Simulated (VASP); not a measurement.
Wanted: the native input for a VASP 6.6.1 run.

```yaml
Task: single point
Functional: PBE
Potentials_or_basis: VASP PAW PBE potentials, release 64 (S, O)
Cutoff: 520 eV
k_mesh: 14 × 14 × 14
Occupations: fermi-dirac, width 0.0612256 eV
Spin: no spin polarisation
Dipole_correction: no
Further_INCAR_settings: ALGO = Normal; EDIFF = 1e-07; NBANDS = 13
```

The structure of SO (rock salt type) lies in POSCAR:

```
SO
1.0
    0.0000000000      2.2954895075      2.2954895075
    2.2954895075      0.0000000000      2.2954895075
    2.2954895075      2.2954895075      0.0000000000
S O
1 1
Direct
    0.0000000000      0.0000000000      0.0000000000
    0.5000000000      0.5000000000      0.5000000000
```

These files were run (other wordings do the same):

INCAR

```
PREC = Accurate
ENCUT = 520
EDIFF = 1E-7
ISMEAR = -1
SIGMA = 0.06122561905347299
LREAL = False
LASPH = True
NELM = 80
ALGO = Normal
ISIF = 2
LWAVE = False
LCHARG = False
GGA = PE
NBANDS = 13
```

KPOINTS

```
Automatic mesh
0
Gamma
  14 14 14
```

Potentials or basis: VASP PAW PBE potentials, release 64 (S, O).

The run is started by

```bash
$ cat potpaw_PBE.64/S/POTCAR potpaw_PBE.64/O/POTCAR > POTCAR
$ mpirun -np 1 vasp_std > vasp.out
```

It gave:

The pressure is 2.4 GPa and the band gap on the k mesh is zero (band 6 reaches 8.52 eV, above the bottom of band 7 at 5.41 eV).

It took 23 s on 1 thread of AMD EPYC 7R13 Processor (Zen 3), with other jobs on the host, peak memory 0.12 GiB.
